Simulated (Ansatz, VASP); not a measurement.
# Ge in VASP and in Ansatz

```
Ge
1.0
     1.38261   -2.51950    0.00000
     1.38261    2.51950    0.00000
     0.00000    0.00000    2.64273
Ge
1
Direct
  0.50000 0.50000 0.00000
```

Alike in both runs: task single point; functional PBEsol; k mesh 28 × 28 × 26; occupations gaussian, width 0.15 eV; no spin polarisation.

```csv
,VASP,Ansatz
version,VASP 6.6.1,Ansatz 0.2.0
potentials or method,"VASP PAW PBE potentials, release 64 (Ge_d), cutoff 520 eV","scalar-relativistic, plane waves, PAW"
valence electrons in the cell,14,14
```

```tsv
	VASP	Ansatz	Ansatz less VASP
gap on the k mesh at the Fermi level (eV)	none	none	-
pressure (GPa)	-0.1	0.0	+0.13
traceless stress, the component that is largest in VASP (GPa)	1.26	1.23	-0.029
```

VASP's potentials were made for PBE, not for PBEsol. A gap of «none» marks a metal or a gap that the smearing closes.
